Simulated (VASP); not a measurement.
Set up this calculation in VASP 6.6.1, as the native input.

| Quantity | Value |
| --- | --- |
| Task | single point |
| Functional | r2SCAN |
| Potentials or basis | VASP PAW PBE potentials, release 64 (Mg) |
| Cutoff | 520 eV |
| k mesh | 16 × 16 × 10 |
| Occupations | gaussian, width 0.05 eV |
| Spin | no spin polarisation |
| Dipole correction | no |
| Further INCAR settings | ALGO = Normal; EDIFF = 1e-06; NBANDS = 9 |

The system is Mg.

```
Mg
1.0
     3.05299    0.00000    0.00000
    -1.52649    2.64397    0.00000
     0.00000    0.00000    4.92234
Mg
2
Direct
  0.33333 0.66667 0.25000
  0.66667 0.33333 0.75000
```

These files were run (other wordings do the same):

POSCAR

```
Mg
1.0
    3.0529897678      0.0000000000      0.0000000000
   -1.5264948839      2.6439666964      0.0000000000
    0.0000000000      0.0000000000      4.9223430402
Mg
2
Direct
    0.3333333333      0.6666666667      0.2500000000
    0.6666666667      0.3333333333      0.7500000000
```

INCAR.step1

```
PREC = Accurate ; ENCUT = 520
ISMEAR = 0 ; SIGMA = 0.05
LREAL = False ; LASPH = True
NELM = 60 ; NBANDS = 9
GGA = PE ; ALGO = Normal
EDIFF = 1E-4 ; LWAVE = True
LCHARG = False
```

INCAR.step2

```
PREC = Accurate ; ENCUT = 520
EDIFF = 1E-6 ; ISMEAR = 0
SIGMA = 0.05 ; LREAL = False
LASPH = True ; NELM = 60
ALGO = Normal ; ISIF = 2
LWAVE = False ; LCHARG = False
METAGGA = R2SCAN ; LMIXTAU = True
NBANDS = 9 ; ISTART = 1
```

KPOINTS

```
Automatic mesh
0
Gamma
  16 16 10
```

Potentials or basis: VASP PAW PBE potentials, release 64 (Mg).

Launch:

```sh
$ cat potpaw_PBE.64/Mg/POTCAR > POTCAR
$ cp INCAR.step1 INCAR
$ mpirun -np 1 vasp_std > vasp.out
$ cp INCAR.step2 INCAR
$ mpirun -np 1 vasp_std > vasp.out
```

Results of the run:

- Pressure: 6.2 GPa
- Band gap on the k mesh: zero (bands 2 and 3 overlap by 2.17 eV)

Caveat: the cell stands under pressure; the PAW data sets were made with another functional, which shifts forces and pressure a little.

Wall time 81 s on 1 thread of Intel(R) Xeon(R) 6975P-C (Granite Rapids) (shared host), peak memory 0.21 GiB.
